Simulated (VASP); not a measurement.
The system is NbH2.

```xyz
3
Lattice="0.0228 2.2929 2.2929 2.2929 0.0228 2.2929 2.2929 2.2929 0.0228" Properties=species:S:1:pos:R:3 pbc="T T T"
Nb    0.0000    0.0000    0.0000
H     1.1522    1.1522    1.1522
H     3.4565    3.4565    3.4565
```

This cell differs from its parent crystal: equal xy, yz and zx shear strains of +1 %.

Base run:

| Item | Value |
| --- | --- |
| Program | VASP 6.6.1 |
| Functional | LDA |
| Potentials or basis | VASP PAW LDA potentials, release 64 (Nb_sv, H) |
| Cutoff | 400 eV |
| k mesh | 15 × 15 × 15 |
| Occupations | fermi-dirac, width 0.03 eV |
| Spin | no spin polarisation |

Its results: pressure -9.0 GPa; largest force 0.074 eV/Å.

The run is repeated on the same cell with these changes: cutoff from 400 eV to 500 eV; further incar settings from ALGO = Normal; EDIFF = 1e-08; NBANDS = 14 to ALGO = Normal; EDIFF = 1e-06; NBANDS = 14. What comes out?

Pressure -8.3 GPa; largest force 0.074 eV/Å.
